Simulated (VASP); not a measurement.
Set up this calculation in VASP 6.6.1, as the native input.

```
Task                   : single point
Functional             : r2SCAN
Potentials or basis    : VASP PAW PBE potentials, release 64 (Gd, O)
Cutoff                 : 520 eV
k mesh                 : 6 × 6 × 5
Occupations            : fermi-dirac, width 0.05 eV
Spin                   : collinear spin, ferromagnetic start
Starting moments       : [7.0, 0.0] μB
Dipole correction      : no
Further INCAR settings : ALGO = Normal; EDIFF = 1e-07; NBANDS = 23
```

Crystal: GdO.

```
CELL_PARAMETERS angstrom
3.11330 0.00000 0.00000
-1.55665 2.69620 0.00000
0.00000 0.00000 3.03843
ATOMIC_POSITIONS crystal
Gd 0.00000 0.00000 0.00000
O 0.66667 0.33333 0.50000
```

These files were run (other wordings do the same):

POSCAR

```
GdO
1.0
    3.1132995800      0.0000000000      0.0000000000
   -1.5566497900      2.6961965200      0.0000000000
    0.0000000000      0.0000000000      3.0384261400
Gd O
1 1
Direct
    0.0000000000      0.0000000000      0.0000000000
    0.6666666667      0.3333333333      0.5000000000
```

INCAR.step1

```
SYSTEM = GdO
PREC     = Accurate       ! precision mode
ENCUT    = 520            ! plane-wave cutoff, eV
ISMEAR   = -1             ! smearing method
SIGMA    = 0.05           ! smearing width, eV
LREAL    = .FALSE.        ! projectors in reciprocal space
LASPH    = .TRUE.         ! aspherical terms in the spheres
NELM     = 150            ! most SCF steps
ISPIN    = 2              ! spin polarisation
MAGMOM   = 7 0            ! initial moments
LMAXMIX  = 6              ! l up to which the mixer works
NBANDS   = 23             ! bands
GGA      = PE             ! functional
ALGO     = Normal         ! electronic algorithm
EDIFF    = 1E-4           ! SCF threshold, eV
LWAVE    = .TRUE.         ! write WAVECAR
LCHARG   = .FALSE.        ! write CHGCAR
```

INCAR.step2

```
SYSTEM = GdO
PREC     = Accurate       ! precision mode
ENCUT    = 520            ! plane-wave cutoff, eV
EDIFF    = 1E-7           ! SCF threshold, eV
ISMEAR   = -1             ! smearing method
SIGMA    = 0.05           ! smearing width, eV
LREAL    = .FALSE.        ! projectors in reciprocal space
LASPH    = .TRUE.         ! aspherical terms in the spheres
NELM     = 150            ! most SCF steps
ALGO     = Normal         ! electronic algorithm
ISIF     = 2              ! what is computed and relaxed
LWAVE    = .FALSE.        ! write WAVECAR
LCHARG   = .FALSE.        ! write CHGCAR
ISPIN    = 2              ! spin polarisation
MAGMOM   = 7 0            ! initial moments
LORBIT   = 11             ! projections on sites
LMAXMIX  = 6              ! l up to which the mixer works
METAGGA  = R2SCAN         ! meta-GGA
LMIXTAU  = .TRUE.       
NBANDS   = 23             ! bands
ISTART   = 1
```

KPOINTS

```
Automatic mesh
0
G
  6 6 5
  0 0 0
```

Potentials or basis: VASP PAW PBE potentials, release 64 (Gd, O).

Command:

```bash
$ cat potpaw_PBE.64/Gd/POTCAR potpaw_PBE.64/O/POTCAR > POTCAR
$ cp INCAR.step1 INCAR
$ mpirun -np 1 vasp_std > vasp.out
$ cp INCAR.step2 INCAR
$ mpirun -np 1 vasp_std > vasp.out
```

It gave:

The pressure is 34.1 GPa. The net moment is 7.82 μB per cell. The site moments are Gd +7.15; O -0.01 μB and the valence electrons inside the program's atomic spheres are Gd 15.48; O 5.10.

Caveat: the k points lie up to 0.41 Å⁻¹ apart; the PAW data sets were made with another functional, which shifts forces and pressure a little; a cell with one magnetic atom can't hold antiferromagnetic order, which such compounds often take.

Wall time 3.5 min on 1 thread of AMD EPYC 7R13 Processor (Zen 3) (shared host), peak memory 0.14 GiB.
